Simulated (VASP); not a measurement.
Here is a VASP 6.6.1 calculation.

Contents of INCAR:

```
PREC = Accurate ; ENCUT = 520
EDIFF = 1E-6 ; ISMEAR = 0
SIGMA = 0.05 ; LREAL = F
LASPH = T ; NELM = 60
ALGO = Normal ; ISIF = 2
LWAVE = F ; LCHARG = T
GGA = PS ; LELF = T
LVHAR = T ; NBANDS = 15
```

KPOINTS

```
regular mesh
0
Gamma
  6 6 6
```

Contents of POSCAR:

```
KCl
1.0
    0.0000000000      2.9036120000      2.9036120000
    2.9036120000      0.0000000000      2.9036120000
    2.9036120000      2.9036120000      0.0000000000
K Cl
1 1
Direct
    0.0000000000      0.0000000000      0.0000000000
    0.5000000000      0.5000000000      0.5000000000
```

Potentials or basis: VASP PAW PBE potentials, release 64 (K_sv, Cl).

The run is started by

```bash
$ cat potpaw_PBE.64/K_sv/POTCAR potpaw_PBE.64/Cl/POTCAR > POTCAR
$ mpirun -np 1 vasp_std > vasp.out
```

Q: Predict the band gap on the k mesh.

A: 5.91 eV, direct.

Q: Estimate the pressure.

A: 7.0 GPa.

Caveat: the cell differs from its parent crystal (strain -0.080 along x and y, -0.080 along z); the PAW data sets were made with another functional, which shifts forces and pressure a little. A k mesh can miss the band edges.
